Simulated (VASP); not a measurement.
**CdSe: vibrations by perturbation theory with LDA**

The system is CdSe.

```
Cd Se
1.0
     3.00399    3.00399    0.00000
    -3.00399    3.00399    0.00000
     0.00000    3.00399    3.00399
Cd Se
1 1
Cartesian
  0.0000 0.0000 0.0000
  1.5020 4.5060 1.5020
```

```json
{
  "Program": "VASP 6.6.1",
  "Task": "vibrations by perturbation theory",
  "Functional": "LDA",
  "Potentials or basis": "VASP PAW LDA potentials, release 64 (Cd, Se)",
  "Cutoff": "520 eV",
  "k mesh": "6 × 6 × 6",
  "Occupations": "gaussian, width 0.01 eV",
  "Spin": "no spin polarisation",
  "Dipole correction": "no",
  "Further INCAR settings": "ALGO = Normal; EDIFF = 1e-08; IBRION = 8; NSW = 1"
}
```

* Highest phonon frequency at Γ, LO-TO splitting left out: 178 cm⁻¹

Phonon frequencies in cm⁻¹ (negative: imaginary):
| q point | frequencies |
| --- | --- |
| (0.000, 0.000, 0.000) | 0 0 0 178 178 178 |

Run time: 95 s on 1 thread of Intel Xeon 8259CL (shared host), peak memory 0.24 GiB.
